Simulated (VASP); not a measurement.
HfN, 4 atoms in the cell. The structure is orthorhombic, space group Cmcm (No. 63). The conventional cell has a = 3.132 Å, b = 10.729 Å, c = 3.058 Å, α = 90.00°, β = 90.00°, γ = 90.00°. Hf (site symmetry m2m) has 5 N at 2.19 to 2.20 Å within 2.9 Å. N (site symmetry m2m) has 5 Hf at 2.19 to 2.20 Å within 2.9 Å.  This cell differs from its parent crystal: volume scaled by 0.980.

| Quantity | Value |
| --- | --- |
| Program | VASP 6.6.1 |
| Task | relaxation of shape and atoms at fixed volume |
| Functional | PBEsol |
| Potentials or basis | VASP PAW PBE potentials, release 64 (Hf_pv, N) |
| Cutoff | 600 eV |
| k mesh | 10 × 10 × 10 |
| Occupations | gaussian, width 0.05 eV |
| Spin | no spin polarisation |
| Dipole correction | no |
| Further INCAR settings | ALGO = Normal; EDIFF = 1e-07; IBRION = 2; EDIFFG = -0.01; NSW = 60; ISIF = 4 |

Potentials or basis: VASP PAW PBE potentials, release 64 (Hf_pv, N).

Command:

```sh
$ cat potpaw_PBE.64/Hf_pv/POTCAR potpaw_PBE.64/N/POTCAR > POTCAR
$ mpirun -np 1 vasp_std > vasp.out
```

Hardware: 1 thread of Intel(R) Xeon(R) Platinum 8488C (Sapphire Rapids) (shared host).

Task: How long does it take, and how much memory?

Result: Run time: 8.9 min on 1 thread of Intel(R) Xeon(R) Platinum 8488C (Sapphire Rapids), on a shared host, peak memory 0.38 GiB. Counts: scf iterations 46, k points 186, ion steps 6.
